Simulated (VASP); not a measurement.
**HfB2: single point with LDA**

Crystal: HfB2.

```
CELL_PARAMETERS angstrom
3.13268 0.00000 0.00000
-1.56634 2.71298 0.00000
0.00000 0.00000 3.47921
ATOMIC_POSITIONS crystal
Hf 0.00000 0.00000 0.00000
B 0.33333 0.66667 0.50000
B 0.66667 0.33333 0.50000
```

```json
{
 "Program": "VASP 6.6.1",
 "Task": "single point",
 "Functional": "LDA",
 "Potentials or basis": "VASP PAW LDA potentials, release 64 (Hf_pv, B)",
 "Cutoff": "500 eV",
 "k mesh": "4 × 4 × 3",
 "Occupations": "gaussian, width 0.1 eV",
 "Spin": "no spin polarisation",
 "Dipole correction": "no",
 "Further INCAR settings": "ALGO = Normal; EDIFF = 1e-06; NBANDS = 15"
}
```

The pressure is -8.3 GPa and the band gap on the k mesh is zero (band 8 reaches 8.48 eV, above the bottom of band 9 at 8.09 eV).

Stress tensor (GPa, compression positive):
```
-7.94  0.00  0.00
 0.00 -7.94  0.00
 0.00  0.00 -8.90
```

Levels at points of the mesh, in eV from the Fermi level:
```tsv
k point	band 6	band 7	band 8	band 9	band 10	band 11
(0.00, 0.00, 0.00)	-3.23	-3.23	-3.04	3.59	3.59	4.23
(0.50, 0.00, 0.00)	-4.49	-3.72	-3.26	1.82	2.30	5.22
```

Wall time 4.7 s on 1 thread of AMD EPYC 9R45 (Zen 5) (shared host), peak memory 0.1 GiB.

Caveat: the k points lie up to 0.60 Å⁻¹ apart; spin-orbit coupling is left out, which moves the levels of the heavy elements.
